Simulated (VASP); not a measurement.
Set up this calculation in VASP 6.6.1, as the native input.

| Property | Result |
| --- | --- |
| Task | single point |
| Functional | PBE |
| Potentials or basis | VASP PAW PBE potentials, release 64 (Sn_d, Te) |
| Cutoff | 520 eV |
| k mesh | 13 × 13 × 13 |
| Occupations | fermi-dirac, width 0.1 eV |
| Spin | no spin polarisation |
| Dipole correction | no |
| Further INCAR settings | ALGO = Normal; EDIFF = 1e-06; NBANDS = 17 |

The structure of SnTe (CsCl type) lies in POSCAR:

```
SnTe
1.0
    3.5938053108      0.0000000000      0.0000000000
    0.0000000000      3.5938053108      0.0000000000
    0.0000000000      0.0000000000      3.5938053108
Sn Te
1 1
Direct
    0.0000000000      0.0000000000      0.0000000000
    0.5000000000      0.5000000000      0.5000000000
```

One way to write it, as run:

INCAR

```
  ALGO = Normal
  EDIFF = 1E-6
  ENCUT = 520
  GGA = PE
  ISIF = 2
  ISMEAR = -1
  LASPH = T
  LCHARG = T
  LELF = T
  LREAL = F
  LVHAR = T
  LWAVE = F
  NBANDS = 17
  NELM = 100
  PREC = Accurate
  SIGMA = 0.1
```

KPOINTS

```
k-points
0
Gamma
  13 13 13
```

Potentials or basis: VASP PAW PBE potentials, release 64 (Sn_d, Te).

Run with:

```sh
$ cat potpaw_PBE.64/Sn_d/POTCAR potpaw_PBE.64/Te/POTCAR > POTCAR
$ mpirun -np 1 vasp_std > vasp.out
```

It gave:

- Pressure: 17.0 GPa
- Band gap on the k mesh: zero (band 10 reaches 11.52 eV, above the bottom of band 11 at 8.40 eV)

Caveat: spin-orbit coupling is left out, which moves the levels of the heavy elements.

Run time: 41 s on 1 thread of Intel(R) Xeon(R) Platinum 8259CL CPU @ 2.50GHz (Skylake/Cascade Lake) (shared host), peak memory 0.2 GiB.
